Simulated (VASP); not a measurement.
# NbSi (zincblende type) (F-43m) in VASP: further runs

Runs on NbSi (zincblende type). Level: PBE. Tasks: single point, relaxation of cell and atoms.

All numbers are computed with VASP 6.6.1; they aren't measurements. Logs are shortened: lines on timing, memory, paths and dates and some standing lists are left out, and cuts for length are marked.

## (1) The cell of the first run

Symmetry: F-43m, No. 216, cubic system. The conventional cell has a = 4.944 Å, b = 4.944 Å, c = 4.944 Å, α = 90.00°, β = 90.00°, γ = 90.00°. Within 2.8 Å of Nb (site symmetry -43m) lie 4 Si at 2.14 Å. Within 2.8 Å of Si (site symmetry -43m) lie 4 Nb at 2.14 Å.

## (2) Single point, PBE

Input file INCAR:

```
PREC = Accurate ; ENCUT = 520
EDIFF = 1E-6 ; ISMEAR = -1
SIGMA = 0.1 ; LREAL = False
LASPH = True ; NELM = 100
ALGO = Normal ; ISIF = 2
LWAVE = False ; LCHARG = True
GGA = PE ; LELF = True
LVHAR = True ; NBANDS = 16
```

Input file KPOINTS:

```
Automatic mesh
0
Gamma
  12 12 12
```

Input file POSCAR:

```
NbSi
1.0
    0.0000000000      2.4718577094      2.4718577094
    2.4718577094      0.0000000000      2.4718577094
    2.4718577094      2.4718577094      0.0000000000
Nb Si
1 1
Direct
    0.0000000000      0.0000000000      0.0000000000
    0.2500000000      0.2500000000      0.2500000000
```

Potentials or basis: VASP PAW PBE potentials, release 64 (Nb_sv, Si).

Launch:

```bash
> cat potpaw_PBE.64/Nb_sv/POTCAR potpaw_PBE.64/Si/POTCAR > POTCAR
> mpirun -np 1 vasp_std > vasp.out
```

OUTCAR:

```text
PREC = Accurate
   ENCUT = 520
   EDIFF = 1E-6
   ISMEAR = -1
   LREAL = False
   LASPH = True
   NELM = 100
   ISIF = 2
   GGA = PE

 ion  position               nearest neighbor table
   1  0.000  0.000  0.000-   2 2.14   2 2.14   2 2.14   2 2.14
   2  0.250  0.250  0.250-   1 2.14   1 2.14   1 2.14   1 2.14

  LATTYP: Found a face centered cubic cell.
 ALAT       =     4.9437154188

  Lattice vectors:

 A1 = (   0.0000000000,   2.4718577094,   2.4718577094)
 A2 = (   2.4718577094,   0.0000000000,   2.4718577094)
 A3 = (   2.4718577094,   2.4718577094,   0.0000000000)

Analysis of symmetry for initial positions (statically):
=====================================================================
 Subroutine PRICEL returns:
 Original cell was already a primitive cell.

 Routine SETGRP: Setting up the symmetry group for a
 face centered cubic supercell.

 Subroutine GETGRP returns: Found 24 space group operations
 (whereof 24 operations were pure point group operations)
 out of a pool of 48 trial point group operations.

The static configuration has the point symmetry T_d .

Analysis of symmetry for dynamics (positions and initial velocities):
=====================================================================
 Subroutine PRICEL returns:
 Original cell was already a primitive cell.

 Routine SETGRP: Setting up the symmetry group for a
 face centered cubic supercell.

 Subroutine GETGRP returns: Found 24 space group operations
 (whereof 24 operations were pure point group operations)
 out of a pool of 48 trial point group operations.

The dynamic configuration has the point symmetry T_d .

 Subroutine INISYM returns: Found 24 space group operations
 (whereof 24 operations are pure point group operations),
 and found     1 'primitive' translations

----------------------------------------------------------------------------------------

                                     Primitive cell

  volume of cell :      30.2065

  direct lattice vectors                    reciprocal lattice vectors
     0.000000000  2.471857709  2.471857709    -0.202277015  0.202277015  0.202277015
     2.471857709  0.000000000  2.471857709     0.202277015 -0.202277015  0.202277015
     2.471857709  2.471857709  0.000000000     0.202277015  0.202277015 -0.202277015

  length of vectors
     3.495734697  3.495734697  3.495734697     0.350354068  0.350354068  0.350354068

[... 79 lines left out ...]
   NELM   =    100;   NELMIN=  2; NELMDL= -5     # of ELM steps
   EDIFF  = 0.1E-05   stopping-criterion for ELM
   LREAL  =      F    real-space projection
   EDIFFG = 0.1E-04   stopping-criterion for IOM
   NSW    =      0    number of steps for IOM
   IBRION =     -1    ionic relax: 0-MD 1-quasi-New 2-CG
   NFREE  =      0    steps in history (QN), initial steepest desc. (CG)
   ISIF   =      2    stress and relaxation
   ISYM   =      2    0-nonsym 1-usesym 2-fastsym
   POTIM  = 0.5000    time-step for ionic-motion
   TEBEG  =    0.0;   TEEND  =   0.0 temperature during run
   PSTRESS=    0.0 pullay stress
   NELECT =      17.0000    total number of electrons
   NUPDOWN=      -1.0000    fix difference up-down
   EMIN   =  10.00;   EMAX   =-10.00  energy-range for DOS
   EFERMI =   0.00;   METHOD = LEGACY
   ISMEAR =    -1;   SIGMA  =   0.10  broadening in eV -4-tet -1-fermi 0-gaus
   EFERMI_NEDOS =   21; number of points for ismear=-14 and -15
   IALGO  =     38    algorithm
   IMIX   =      4    mixing-type and parameters
     AMIX     =   0.40;   BMIX     =  1.00
     AMIX_MAG =   1.60;   BMIX_MAG =  1.00
  volume/ion in A,a.u.               =      15.10       101.92
  Fermi-wavevector in a.u.,A,eV,Ry     =   1.351630  2.554209 24.856516  1.826902
  Thomas-Fermi vector in A             =   2.479035
   LORBIT       =      0    0 simple, 1 ext, 2 COOP (PROOUT), +10 PAW based schemes
   GGA     = PE    functional components
   LHFCALC =     F    Hartree Fock is set to
   AEXX    =    0.0000 exact exchange contribution
   IVDW    =     0    specifies the selected vdW correction
   LEPSILON=     F    determine dielectric tensor
   LRPA    =     F    only Hartree local field effects (RPA)
 non-spin polarized calculation
  energy-cutoff  :      520.00
  volume of cell :       30.21
 maximum number of plane-waves:       869
 NGX is ok and might be reduce to    28
   NGX = 13   NGY = 13   NGZ = 13

 number of electron      17.0000000 magnetization

 Free energy of the ion-electron system (eV)
  ---------------------------------------------------
  ext. energy  EPLUGINS =         0.00000000
  ---------------------------------------------------
  free energy    TOTEN  =       -10.48534369 eV

  energy without entropy =      -10.42574228  energy(sigma->0) =      -10.45554299

 E-fermi :  10.7851     XC(G=0): -11.9214

 val. band max:       10.7322560792   @ k =  -0.3333   0.4167   0.0833
 cond. band min:      10.7874839467   @ k =   0.3333   0.0833   0.0000
 fundamental gap:      0.0552278675
 Fermi energy:        10.7851224022

 k-point     1 :       0.0000    0.0000    0.0000
  band No.  band energies     occupation
      1     -43.2661      2.00000
      2     -19.5098      2.00000
      3     -19.5098      2.00000
      4     -19.5098      2.00000
      5       0.8139      2.00000
      6       7.6422      2.00000
[... 433 lines left out ...]
      3     -19.6290      2.00000
      4     -19.5748      2.00000
      5       3.4918      2.00000
      6       7.1698      2.00000
[... 8 lines left out ...]
     15      23.9043      0.00000
     16      23.9261      0.00000

 [... further k-points ...]

------------------------ aborting loop because EDIFF is reached ----------------------------------------

  FORCE on cell =-STRESS in cart. coord.  units (eV):
  Direction    XX          YY          ZZ          XY          YZ          ZX
  --------------------------------------------------------------------------------------
  -------------------------------------------------------------------------------------
  Total       16.0483235     16.0483235     16.0483235     -0.0000000      0.0000000      0.0000000
  in kB      851.2161507    851.2161507    851.2161507     -0.0000000      0.0000000      0.0000000
  external PRESSURE =     851.2161507 kB  Pullay stress =       0.0000000 kB

 VOLUME and BASIS-vectors are now :
 -----------------------------------------------------------------------------
  energy-cutoff  :      520.00
  volume of cell :       30.21
      direct lattice vectors                 reciprocal lattice vectors
     0.000000000  2.471857709  2.471857709    -0.202277015  0.202277015  0.202277015
     2.471857709  0.000000000  2.471857709     0.202277015 -0.202277015  0.202277015
     2.471857709  2.471857709  0.000000000     0.202277015  0.202277015 -0.202277015

 POSITION                                       TOTAL-FORCE (eV/Angst)
 -----------------------------------------------------------------------------------
      0.00000      0.00000      0.00000         0.000000      0.000000      0.000000
      1.23593      1.23593      1.23593        -0.000000     -0.000000     -0.000000
 -----------------------------------------------------------------------------------
    total drift:                                0.000000      0.000000      0.000000

  FREE ENERGIE OF THE ION-ELECTRON SYSTEM (eV)
  ---------------------------------------------------
  free  energy   TOTEN  =       -10.4853436904 eV

  energy  without entropy=      -10.4257422799  energy(sigma->0) =      -10.45554299
```

OSZICAR:

```text
N       E                     dE             d eps       ncg     rms          rms(c)
DAV:   1     0.137321474706E+03    0.13732E+03   -0.84148E+03  2312   0.101E+03
DAV:   2    -0.539960544101E+01   -0.14272E+03   -0.13425E+03  2768   0.345E+02
DAV:   3    -0.109178917115E+02   -0.55183E+01   -0.53632E+01  3584   0.579E+01
DAV:   4    -0.111901597579E+02   -0.27227E+00   -0.27197E+00  3072   0.119E+01
DAV:   5    -0.111959889142E+02   -0.58292E-02   -0.58287E-02  3640   0.171E+00    0.130E+01
DAV:   6    -0.104872319528E+02    0.70876E+00   -0.15480E+00  3688   0.119E+01    0.516E+00
DAV:   7    -0.104804509504E+02    0.67810E-02   -0.11105E-01  2920   0.237E+00    0.287E+00
DAV:   8    -0.104861367075E+02   -0.56858E-02   -0.45661E-02  4240   0.129E+00    0.342E-01
DAV:   9    -0.104854278118E+02    0.70890E-03   -0.14088E-03  2848   0.328E-01    0.201E-01
DAV:  10    -0.104853461677E+02    0.81644E-04   -0.49164E-04  3288   0.243E-01    0.806E-02
DAV:  11    -0.104853400222E+02    0.61455E-05   -0.31380E-05  3064   0.389E-02    0.179E-02
DAV:  12    -0.104853439137E+02   -0.38915E-05   -0.66492E-06  3168   0.276E-02    0.463E-03
DAV:  13    -0.104853436904E+02    0.22330E-06   -0.16573E-07  1784   0.473E-03
   1 F= -.10485344E+02 E0= -.10455543E+02  d E =-.596014E-01
```

stdout:

```text
POSCAR found type information on POSCAR NbSi
 POSCAR found :  2 types and       2 ions
 scaLAPACK will be used
 LDA part: xc-table for (Slater+PW92), standard interpolation
 POSCAR, INCAR and KPOINTS ok, starting setup
 FFT: planning ... GRIDC
 FFT: planning ... GRID_SOFT
 FFT: planning ... GRID
 WAVECAR not read
 entering main loop
```

Run time: 56 s. Hardware: 1 thread of Intel Xeon 8259CL, shared host; peak memory 0.18 GiB.

What came out:

| Property | Result |
| --- | --- |
| Free energy | -10.4853 eV |
| Pressure | 85.1 GPa |
| Band gap on the k mesh | zero (an odd number of electrons rules out a gap without spin polarisation) |

Caveat: the cell stands under pressure.

## (3) Single point, PBE

Input file INCAR:

```
PREC = Accurate ; ENCUT = 520
EDIFF = 1E-6 ; ISMEAR = -1
SIGMA = 0.1 ; LREAL = False
LASPH = True ; NELM = 80
ALGO = Normal ; ISIF = 2
LWAVE = False ; LCHARG = False
GGA = PE ; NBANDS = 16
```

KPOINTS is that of step 2.

Input file POSCAR:

```
NbSi
1.0
    0.0000000000      2.4715146530      2.4715146530
    2.4715146530      0.0000000000      2.4715146530
    2.4715146530      2.4715146530      0.0000000000
Nb Si
1 1
Direct
    0.0000000000      0.0000000000      0.0000000000
    0.2500000000      0.2500000000      0.2500000000
```

Potentials or basis: VASP PAW PBE potentials, release 64 (Nb_sv, Si).

Launch:

```bash
> cat potpaw_PBE.64/Nb_sv/POTCAR potpaw_PBE.64/Si/POTCAR > POTCAR
> mpirun -np 1 vasp_std > vasp.out
```

Wall time 59 s (1 thread of Intel Xeon 8259CL, shared host); peak memory 0.18 GiB.

It converged, with:

```yaml
Free_energy: -10.4786 eV
Pressure: 85.3 GPa
Band_gap_on_the_k_mesh: zero (an odd number of electrons rules out a gap without spin polarisation)
```

Levels at points of the mesh, in eV from the Fermi level:
| k point | band 4 | band 5 | band 6 | band 7 | band 8 | band 9 | band 10 | band 11 | band 12 | band 13 |
| --- | --- | --- | --- | --- | --- | --- | --- | --- | --- | --- |
| (0.00, 0.00, 0.00) | -30.29 | -9.97 | -3.14 | -3.14 | -3.14 | 0.35 | 0.35 | 7.32 | 8.43 | 8.43 |
| (0.50, 0.00, 0.00) | -30.35 | -7.62 | -3.43 | -2.69 | -2.69 | 1.44 | 1.44 | 2.73 | 6.52 | 6.52 |
| (0.50, 0.50, 0.00) | -30.43 | -6.70 | -5.38 | -1.16 | 0.25 | 0.25 | 2.32 | 3.14 | 3.14 | 3.63 |

Caveat: the cell stands under pressure.

## (4) Relaxation of cell and atoms, PBE, target pressure 85 GPa, at which the enthalpy is minimised

This run uses another cell than the first one, of 13.79 Å³/atom.

Input file INCAR:

```
PREC = Accurate ; ENCUT = 600
EDIFF = 1E-7 ; ISMEAR = -1
SIGMA = 0.1 ; LREAL = False
LASPH = True ; NELM = 60
ALGO = Normal ; ISIF = 3
LWAVE = False ; LCHARG = False
GGA = PE ; IBRION = 2
NSW = 60 ; EDIFFG = -0.005
PSTRESS = 850.0
```

KPOINTS is that of step 3.

Input file POSCAR:

```
NbSi
1.0
    0.0000000000      2.3980422107      2.3980422107
    2.3980422107      0.0000000000      2.3980422107
    2.3980422107      2.3980422107      0.0000000000
Nb Si
1 1
Direct
    0.0000000000      0.0000000000      0.0000000000
    0.2500000000      0.2500000000      0.2500000000
```

Launch:

```bash
> cat potpaw_PBE.64/Nb_sv/POTCAR potpaw_PBE.64/Si/POTCAR > POTCAR
> mpirun -np 1 vasp_std > vasp.out
```

Wall time 6.9 min (1 thread of Intel Xeon 8259CL, shared host); peak memory 0.19 GiB.

Results (log left out):

```yaml
Free_energy: -10.4925 eV
Relaxed_volume: 15.11 Å³/atom
Relaxed_cell: a = 3.496 Å, b = 3.496 Å, c = 3.496 Å, α = 60.00°, β = 60.00°, γ = 60.00°
Space_group_after_relaxing_to_0.1_Å: F-43m (No. 216)
Energy_change_on_relaxing_the_run_minimises_the_enthalpy: -829.0 meV/atom
Ionic_steps: 16
Pressure_after_relaxing: 85.0 GPa
Band_gap_on_the_k_mesh: zero (an odd number of electrons rules out a gap without spin polarisation)
```

Step by step:
```tsv
step	energy change (eV)	largest force (eV/Å)	pressure (GPa)	volume (Å³)
1	0.0000	0.0000	118.08	27.58
2	-4.6535	0.0000	18.96	40.58
3	-1.8621	0.0000	80.95	30.62
4	-1.6684	0.0000	84.80	30.24
5	-1.6393	0.0000	85.37	30.19
6	-1.6401	0.0000	85.36	30.19
7	-1.6427	0.0000	85.31	30.19
8	-1.6427	0.0000	85.31	30.19
9	-1.6427	0.0000	85.31	30.19
10	-1.6429	0.0000	85.31	30.19
11	-1.6431	0.0000	85.30	30.19
12	-1.6436	0.0000	85.30	30.19
13	-1.6446	0.0000	85.27	30.20
14	-1.6465	0.0000	85.23	30.20
15	-1.6504	0.0000	85.15	30.21
16	-1.6581	0.0000	85.00	30.22
```

Final structure:
```yaml
crystal:
  lattice:
    - [0.00000, 2.47226, 2.47226]
    - [2.47226, 0.00000, 2.47226]
    - [2.47226, 2.47226, 0.00000]
  atoms:
    - { symbol: Nb, position: [0.00000, 0.00000, 0.00000] }
    - { symbol: Si, position: [0.25000, 0.25000, 0.25000] }
```

Levels at points of the mesh, in eV from the Fermi level:
```tsv
k point	band 4	band 5	band 6	band 7	band 8	band 9	band 10	band 11	band 12
(0.00, 0.00, 0.00)	-30.30	-9.97	-3.14	-3.14	-3.14	0.35	0.35	7.32	8.42
(0.50, 0.00, 0.00)	-30.35	-7.62	-3.43	-2.68	-2.68	1.44	1.44	2.72	6.51
(0.50, 0.50, 0.00)	-30.43	-6.70	-5.37	-1.15	0.25	0.25	2.32	3.13	3.13
```

Caveat: the cell is relaxed towards a set pressure, so the run minimises the enthalpy, not the energy.

## (5) Relaxation of cell and atoms, PBE, target pressure 85 GPa, at which the enthalpy is minimised

Input file INCAR:

```
ALGO = Normal ; EDIFF = 1E-6
EDIFFG = -0.005 ; ENCUT = 600
GGA = PE ; IBRION = 2
ISIF = 3 ; ISMEAR = -1
LASPH = True ; LCHARG = False
LREAL = False ; LWAVE = False
NELM = 60 ; NSW = 32
PREC = Accurate ; PSTRESS = 850.0
SIGMA = 0.1
```

Input file KPOINTS:

```
k-points
0
Gamma
  12 12 12
```

Input file POSCAR:

```
NbSi
1.0
    0.0000000000      2.4718577094      2.4718577094
    2.4718577094      0.0000000000      2.4718577094
    2.4718577094      2.4718577094      0.0000000000
Nb Si
1 1
Direct
    0.0000000000      0.0000000000      0.0000000000
    0.2500000000      0.2500000000      0.2500000000
```

Launch:

```bash
> cat potpaw_PBE.64/Nb_sv/POTCAR potpaw_PBE.64/Si/POTCAR > POTCAR
> mpirun -np 1 vasp_std > vasp.out
```

Run time: 1.9 min. Hardware: 1 thread of Intel Xeon 8259CL, shared host; peak memory 0.18 GiB.

It converged, with:

| Property | Result |
| --- | --- |
| Free energy | -10.4938 eV |
| Relaxed volume | 15.11 Å³/atom |
| Relaxed cell | a = 3.496 Å, b = 3.496 Å, c = 3.496 Å, α = 60.00°, β = 60.00°, γ = 60.00° |
| Space group after relaxing (to 0.1 Å) | F-43m (No. 216) |
| Energy change on relaxing (the run minimises the enthalpy) | -4.0 meV/atom |
| Ionic steps | 3 |
| Pressure after relaxing | 85.0 GPa |
| Band gap on the k mesh | zero (an odd number of electrons rules out a gap without spin polarisation) |

Step by step:
| step | energy change (eV) | largest force (eV/Å) | pressure (GPa) | volume (Å³) |
| --- | --- | --- | --- | --- |
| 1 | 0.0000 | 0.0000 | 85.16 | 30.21 |
| 2 | -0.0347 | 0.0000 | 84.47 | 30.27 |
| 3 | -0.0080 | 0.0000 | 84.99 | 30.22 |

Final structure:
```xyz
2
Lattice="0.0000 2.4723 2.4723 2.4723 0.0000 2.4723 2.4723 2.4723 0.0000" Properties=species:S:1:pos:R:3 pbc="T T T"
Nb    0.0000    0.0000    0.0000
Si    1.2361    1.2361    1.2361
```

Levels at points of the mesh, in eV from the Fermi level:
```csv
k point,band 6,band 7,band 8,band 9,band 10,band 11
"(0.00, 0.00, 0.00)",-3.14,-3.14,-3.14,0.35,0.35,7.32
"(0.50, 0.00, 0.00)",-3.43,-2.68,-2.68,1.44,1.44,2.72
"(0.50, 0.50, 0.00)",-5.37,-1.15,0.25,0.25,2.32,3.13
```

Caveat: the cell is relaxed towards a set pressure, so the run minimises the enthalpy, not the energy.

## (6) The runs side by side

```tsv
task	cell	cutoff (eV)	gap on the mesh (eV)	pressure (GPa)
single point	a = 3.496 Å, angles 60.0°, 2 atoms	520	none	85.1
single point	a = 3.495 Å, angles 60.0°, 2 atoms	520	none	85.3
relaxation of cell and atoms	relaxed to 85 GPa from a = 3.391 Å, angles 60.0°, 2 atoms	600	none	85.0
relaxation of cell and atoms	relaxed to 85 GPa from a = 3.496 Å, angles 60.0°, 2 atoms	600	none	85.0
```

Alike in all rows: level PBE; potentials or basis VASP PAW PBE potentials, release 64 (Nb_sv, Si); no spin polarisation; k mesh 12 × 12 × 12; smearing fermi-dirac 0.1 eV.

Caveats: the cell stands under pressure (at least some runs); the cell is relaxed towards a set pressure, so the run minimises the enthalpy, not the energy (at least some runs).

Absolute energies hang on the potentials; compare differences alone.

The gap in the log of VASP goes by the Fermi energy; the results here count the filled bands.